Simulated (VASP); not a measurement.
# ZrSi4Ru (P6/mmm) in VASP: single point with PBE

Aim: the single point of ZrSi4Ru with PBE.

Everything below comes from runs of VASP 6.6.1. Logs are shortened: lines on timing, memory, paths and dates and some standing lists are left out, and cuts for length are marked.

**1. The cell of the first run**

It takes space group P6/mmm (No. 191, hexagonal). Conventional cell: a = 4.611 Å, b = 4.611 Å, c = 9.773 Å, α = 90.00°, β = 90.00°, γ = 120.00°. Zr (site symmetry 6/mmm) has 8 Si at 2.61 to 2.66 Å within 3.4 Å. Si (site symmetry -6m2) has 3 Si at 2.66 Å and 3 Zr at 2.66 Å within 3.5 Å. Si (site symmetry 6mm) has 1 Ru at 2.28 Å and 1 Zr at 2.61 Å within 3.0 Å. Ru (site symmetry 6/mmm) has 2 Si at 2.28 Å within 3.0 Å.

The cell was built from a structure type or drawn by symmetry, and may not be a known phase.

**2. Single point, PBE, collinear spin, ferromagnetic start**

INCAR

```
SYSTEM = ZrSi4Ru
PREC = Accurate
ENCUT = 520
EDIFF = 1E-6
ISMEAR = 0
SIGMA = 0.1
LREAL = .FALSE.
LASPH = .TRUE.
NELM = 150
ALGO = Normal
ISIF = 2
LWAVE = .FALSE.
LCHARG = .FALSE.
ISPIN = 2
MAGMOM = 0 0 0 0 0 1.47
LORBIT = 11
LMAXMIX = 4
GGA = PE
NBANDS = 34
```

KPOINTS

```
Automatic mesh
0
G
  12 12 4
  0 0 0
```

POSCAR

```
ZrSi4Ru
1.0
    4.6113056078      0.0000000000      0.0000000000
   -2.3056528039      3.9935078009      0.0000000000
    0.0000000000      0.0000000000      9.7729536450
Zr Si Ru
1 4 1
Direct
    0.0000000000      0.0000000000      0.5000000000
    0.3333333333      0.6666666667      0.5000000000
    0.6666666667      0.3333333333      0.5000000000
    0.0000000000      0.0000000000      0.2333448712
    0.0000000000      0.0000000000      0.7666551288
    0.0000000000      0.0000000000      0.0000000000
```

Potentials or basis: VASP PAW PBE potentials, release 64 (Zr_sv, Si, Ru_pv).

Started as:

```
$ cat potpaw_PBE.64/Zr_sv/POTCAR potpaw_PBE.64/Si/POTCAR potpaw_PBE.64/Ru_pv/POTCAR > POTCAR
$ mpirun -np 1 vasp_std > vasp.out
```

OUTCAR:

```text
SYSTEM = ZrSi4Ru
   PREC = Accurate
   ENCUT = 520
   EDIFF = 1E-6
   ISMEAR = 0
   LREAL = .FALSE.
   LASPH = .TRUE.
   NELM = 150
   ISIF = 2
   ISPIN = 2
   LORBIT = 11
   GGA = PE

 ion  position               nearest neighbor table
   1  0.000  0.000  0.500-   4 2.61   5 2.61   2 2.66   3 2.66   2 2.66   3 2.66   3 2.66   2 2.66

   2  0.333  0.667  0.500-   3 2.66   1 2.66   3 2.66   1 2.66   1 2.66   3 2.66
   3  0.667  0.333  0.500-   2 2.66   1 2.66   2 2.66   1 2.66   1 2.66   2 2.66
   4  0.000  0.000  0.233-   6 2.28   1 2.61
   5  0.000  0.000  0.767-   6 2.28   1 2.61
   6  0.000  0.000  0.000-   4 2.28   5 2.28

  LATTYP: Found a hexagonal cell.
 ALAT       =     4.6113056078
 C/A-ratio  =     2.1193463362

  Lattice vectors:

 A1 = (   4.6113056078,   0.0000000000,   0.0000000000)
 A2 = (  -2.3056528039,   3.9935078009,   0.0000000000)
 A3 = (   0.0000000000,   0.0000000000,   9.7729536450)

Analysis of symmetry for initial positions (statically):
=====================================================================
 Subroutine PRICEL returns:
 Original cell was already a primitive cell.

 Routine SETGRP: Setting up the symmetry group for a
 hexagonal supercell.

 Subroutine GETGRP returns: Found 24 space group operations
 (whereof 24 operations were pure point group operations)
 out of a pool of 24 trial point group operations.

The static configuration has the point symmetry D_6h.

Analysis of symmetry for dynamics (positions and initial velocities):
=====================================================================
 Subroutine PRICEL returns:
 Original cell was already a primitive cell.

 Routine SETGRP: Setting up the symmetry group for a
 hexagonal supercell.

 Subroutine GETGRP returns: Found 24 space group operations
 (whereof 24 operations were pure point group operations)
 out of a pool of 24 trial point group operations.

The dynamic configuration has the point symmetry D_6h.

Analysis of structural, dynamic, and magnetic symmetry:
=====================================================================
 Subroutine PRICEL returns:
 Original cell was already a primitive cell.

 Routine SETGRP: Setting up the symmetry group for a
 hexagonal supercell.

 Subroutine GETGRP returns: Found 24 space group operations
 (whereof 24 operations were pure point group operations)
 out of a pool of 24 trial point group operations.

The overall configuration has the point symmetry D_6h.

 Subroutine INISYM returns: Found 24 space group operations
 (whereof 24 operations are pure point group operations),
 and found     1 'primitive' translations

----------------------------------------------------------------------------------------

                                     Primitive cell

  volume of cell :     179.9717

  direct lattice vectors                    reciprocal lattice vectors
     4.611305608  0.000000000  0.000000000     0.216858323  0.125203211  0.000000000
    -2.305652804  3.993507801  0.000000000     0.000000000  0.250406422  0.000000000
     0.000000000  0.000000000  9.772953645     0.000000000  0.000000000  0.102323211

  length of vectors
     4.611305608  4.611305608  9.772953645     0.250406422  0.250406422  0.102323211

  position of ions in fractional coordinates (direct lattice)
     0.000000000  0.000000000  0.500000000
     0.333333333  0.666666667  0.500000000
     0.666666667  0.333333333  0.500000000
     0.000000000  0.000000000  0.233344871
     0.000000000  0.000000000  0.766655129
     0.000000000  0.000000000  0.000000000

  ion indices of the primitive-cell ions
   primitive index   ion index
                 1           1
                 2           2
                 3           3
                 4           4
                 5           5
                 6           6

----------------------------------------------------------------------------------------

 KPOINTS: Automatic mesh

Automatic generation of k-mesh.
 Grid dimensions read from file:
 generate k-points for:   12   12    4

 Generating k-lattice:

  Cartesian coordinates                     Fractional coordinates (reciprocal lattice)
     0.018071527  0.010433601  0.000000000     0.083333333 -0.000000000  0.000000000
     0.000000000  0.020867202  0.000000000     0.000000000  0.083333333  0.000000000
[... 42 lines left out ...]
   total plane-waves  NPLWV = 103680
   dimension x,y,z NGX =    36 NGY =   36 NGZ =   80
   dimension x,y,z NGXF=    72 NGYF=   72 NGZF=  160
   ions per type =               1   4   1
   NGX,Y,Z   is equivalent  to a cutoff of  12.98, 12.98, 13.61 a.u.
   NGXF,Y,Z  is equivalent  to a cutoff of  25.96, 25.96, 27.22 a.u.
 SYSTEM =  ZrSi4Ru
   PREC   = accura    normal or accurate (medium, high low for compatibility)
   ISTART =      0    job   : 0-new  1-cont  2-samecut
   ICHARG =      2    charge: 1-file 2-atom 10-const
   ISPIN  =      2    spin polarized calculation?
   LNONCOLLINEAR =      F non collinear calculations
   LSORBIT =      F    spin-orbit coupling
   LASPH  =      T    aspherical Exc in radial PAW
   ENCUT  =  520.0 eV  38.22 Ry    6.18 a.u.   8.57  8.57 18.17*2*pi/ulx,y,z
   NELM   =    150;   NELMIN=  2; NELMDL= -5     # of ELM steps
   EDIFF  = 0.1E-05   stopping-criterion for ELM
   LREAL  =      F    real-space projection
   EDIFFG = 0.1E-04   stopping-criterion for IOM
   NSW    =      0    number of steps for IOM
   IBRION =     -1    ionic relax: 0-MD 1-quasi-New 2-CG
   NFREE  =      0    steps in history (QN), initial steepest desc. (CG)
   ISIF   =      2    stress and relaxation
   ISYM   =      2    0-nonsym 1-usesym 2-fastsym
   POTIM  = 0.5000    time-step for ionic-motion
   TEBEG  =    0.0;   TEEND  =   0.0 temperature during run
   PSTRESS=    0.0 pullay stress
   NELECT =      42.0000    total number of electrons
   NUPDOWN=      -1.0000    fix difference up-down
   EMIN   =  10.00;   EMAX   =-10.00  energy-range for DOS
   EFERMI =   0.00;   METHOD = LEGACY
   ISMEAR =     0;   SIGMA  =   0.10  broadening in eV -4-tet -1-fermi 0-gaus
   EFERMI_NEDOS =   21; number of points for ismear=-14 and -15
   IALGO  =     38    algorithm
   IMIX   =      4    mixing-type and parameters
     AMIX     =   0.40;   BMIX     =  1.00
     AMIX_MAG =   1.60;   BMIX_MAG =  1.00
  volume/ion in A,a.u.               =      30.00       202.42
  Fermi-wavevector in a.u.,A,eV,Ry     =   1.007913  1.904680 13.822011  1.015889
  Thomas-Fermi vector in A             =   2.140748
   LORBIT       =     11    0 simple, 1 ext, 2 COOP (PROOUT), +10 PAW based schemes
   GGA     = PE    functional components
   LHFCALC =     F    Hartree Fock is set to
   AEXX    =    0.0000 exact exchange contribution
   IVDW    =     0    specifies the selected vdW correction
   LEPSILON=     F    determine dielectric tensor
   LRPA    =     F    only Hartree local field effects (RPA)
 spin polarized calculation
 Gauss-broadening in eV      SIGMA  =   0.10
  energy-cutoff  :      520.00
  volume of cell :      179.97
 maximum number of plane-waves:      4896
 NGX is ok and might be reduce to    36
   NGX = 17   NGY = 17   NGZ = 37

 number of electron      41.9999997 magnetization       1.7199020

 Free energy of the ion-electron system (eV)
  ---------------------------------------------------
  ext. energy  EPLUGINS =         0.00000000
  ---------------------------------------------------
  free energy    TOTEN  =       -31.27874417 eV

  energy without entropy =      -31.22615967  energy(sigma->0) =      -31.25245192

 E-fermi :   2.9161     XC(G=0):  -8.2602

 val. band max:        2.9151263516   @ k =   0.0833   0.0833   0.2500
 cond. band min:       2.9186055616   @ k =   0.0833  -0.0000   0.5000
 fundamental gap:      0.0034792100
 Fermi energy:         2.9160881564

 spin component 1

 k-point     1 :       0.0000    0.0000    0.0000
  band No.  band energies     occupation
      1     -44.8434      1.00000
      2     -39.8814      1.00000
      3     -39.8814      1.00000
      4     -39.5020      1.00000
      5     -23.1241      1.00000
      6     -23.1241      1.00000
[... 853 lines left out ...]
     32       8.6322      0.00000
     33       8.6937      0.00000

 [... further k-points ...]

 spin component 2

 k-point     1 :       0.0000    0.0000    0.0000
  band No.  band energies     occupation
      1     -44.7984      1.00000
      2     -38.7639      1.00000
      3     -38.4004      1.00000
      4     -38.4004      1.00000
      5     -23.0562      1.00000
      6     -23.0562      1.00000
[... 853 lines left out ...]
     32       8.6626      0.00000
     33       8.8297      0.00000

 [... further k-points ...]

 [bands above 33 left out]

------------------------ aborting loop because EDIFF is reached ----------------------------------------

  FORCE on cell =-STRESS in cart. coord.  units (eV):
  Direction    XX          YY          ZZ          XY          YZ          ZX
  --------------------------------------------------------------------------------------
  -------------------------------------------------------------------------------------
  Total        0.0085810      0.0085810      0.0329231      0.0000000     -0.0000000      0.0000000
  in kB        0.0763910      0.0763910      0.2930938      0.0000000     -0.0000000      0.0000000
  external PRESSURE =       0.1486253 kB  Pullay stress =       0.0000000 kB

 VOLUME and BASIS-vectors are now :
 -----------------------------------------------------------------------------
  energy-cutoff  :      520.00
  volume of cell :      179.97
      direct lattice vectors                 reciprocal lattice vectors
     4.611305608  0.000000000  0.000000000     0.216858323  0.125203211  0.000000000
    -2.305652804  3.993507801  0.000000000     0.000000000  0.250406422  0.000000000
     0.000000000  0.000000000  9.772953645     0.000000000  0.000000000  0.102323211

 POSITION                                       TOTAL-FORCE (eV/Angst)
 -----------------------------------------------------------------------------------
      0.00000      0.00000      4.88648         0.000000      0.000000      0.000000
     -0.00000      2.66234      4.88648         0.000000     -0.000000      0.000000
      2.30565      1.33117      4.88648        -0.000000      0.000000     -0.000000
      0.00000      0.00000      2.28047         0.000000      0.000000      0.003409
      0.00000      0.00000      7.49249        -0.000000     -0.000000     -0.003409
      0.00000      0.00000      0.00000         0.000000      0.000000      0.000000
 -----------------------------------------------------------------------------------
    total drift:                               -0.000000     -0.000000     -0.000000

  FREE ENERGIE OF THE ION-ELECTRON SYSTEM (eV)
  ---------------------------------------------------
  free  energy   TOTEN  =       -31.2787441746 eV

  energy  without entropy=      -31.2261596701  energy(sigma->0) =      -31.25245192

 total charge

# of ion       s       p       d       tot
------------------------------------------
    1        2.220   5.971   1.976  10.167
    2        0.839   0.754   0.000   1.593
    3        0.839   0.754   0.000   1.593
    4        0.889   0.702   0.000   1.591
    5        0.889   0.702   0.000   1.591
    6        0.300   6.117   6.044  12.462
--------------------------------------------------
tot          5.976  15.001   8.020  28.997

 magnetization (x)

# of ion       s       p       d       tot
------------------------------------------
    1        0.002   0.001   0.079   0.081
    2       -0.002   0.009   0.000   0.007
    3       -0.002   0.009   0.000   0.007
    4       -0.004  -0.055   0.000  -0.059
    5       -0.004  -0.055   0.000  -0.059
    6        0.056  -0.000   1.612   1.667
--------------------------------------------------
tot          0.047  -0.092   1.690   1.645
```

It took 26 min on 1 thread of Oxide Virtual Turin-like, shared host; peak memory 0.73 GiB.

Results:

* Free energy: -31.2787 eV
* Pressure: 0.0 GPa
* Largest force: 0.003 eV/Å
* Net moment: 1.72 μB per cell
* Site moments: Zr +0.08; Si +0.01, -0.06 (each value once); Ru +1.67 μB
* Valence electrons inside the program's atomic spheres: Zr 10.17; Si 1.59; Ru 12.46

Forces on the atoms (eV/Å):
```
Zr   0.000  0.000  0.000
Si   0.000  0.000  0.000
Si   0.000  0.000  0.000
Si   0.000  0.000  0.003
Si   0.000  0.000 -0.003
Ru   0.000  0.000  0.000
```
